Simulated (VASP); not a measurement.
Here is a VASP 6.6.1 calculation.

The input INCAR:

```
PREC = Accurate ; ENCUT = 840
EDIFF = 1E-6 ; ISMEAR = 0
SIGMA = 0.02 ; LREAL = F
LASPH = T ; NELM = 120
ALGO = Normal ; ISIF = 2
LWAVE = F ; LCHARG = T
LELF = T ; LVHAR = T
NBANDS = 15 ; GGA_COMPAT = F
```

KPOINTS

```
Automatic mesh
0
Gamma
  12 12 8
```

File POSCAR:

```
MgO
1.0
    2.9380210000      0.0000000000      0.0000000000
   -1.4690100000      2.5444010000      0.0000000000
    0.0000000000      0.0000000000      2.6796800000
Mg O
1 1
Direct
    0.0000000000      0.0000000000      0.0000000000
    0.3333333333      0.6666666667      0.5000000000
```

Potentials or basis: VASP PAW LDA potentials, release 64 (Mg_sv, O).

Run with:

```console
$ cat potpaw_LDA.64/Mg_sv/POTCAR potpaw_LDA.64/O/POTCAR > POTCAR
$ mpirun -np 1 vasp_std > vasp.out
```

(1) Predict the pressure.

(2) Predict the band gap on the k mesh.

## Answers

(1) -9.0 GPa.

(2) 2.96 eV (least direct gap 3.36 eV).

Caveat: the cell stands under tension.
